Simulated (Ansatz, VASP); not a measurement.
Two plane-wave programs on Be

```xyz
2
Lattice="2.2657 0.0000 0.0000 -1.1328 1.9621 0.0000 0.0000 0.0000 3.5587" Properties=species:S:1:pos:R:3 pbc="T T T"
Be    0.0000    1.3081    0.8897
Be    1.1328    0.6540    2.6690
```

Alike in both runs: task single point; functional PBE; k mesh 16 × 16 × 9; occupations methfessel-paxton of order 1, width 0.01 eV; no spin polarisation.

|  | VASP | Ansatz |
| --- | --- | --- |
| version | VASP 6.6.1 | Ansatz 0.2.0 |
| potentials or method | VASP PAW PBE potentials, release 64 (Be), cutoff 520 eV | plane waves (420 eV) with PAW, scalar-relativistic |
| valence electrons in the cell | 4 | 4 |

VASP gave:

```
pressure (GPa)                                                : 0.2
traceless stress, the component that is largest in VASP (GPa) : -0.23
```

Question: What did Ansatz give for the same quantities?

Answer: Pressure (GPa): 0.0; traceless stress, the component that is largest in VASP (GPa): -0.26.

With one functional, cell and mesh, what is left measures potentials, basis and numerics.
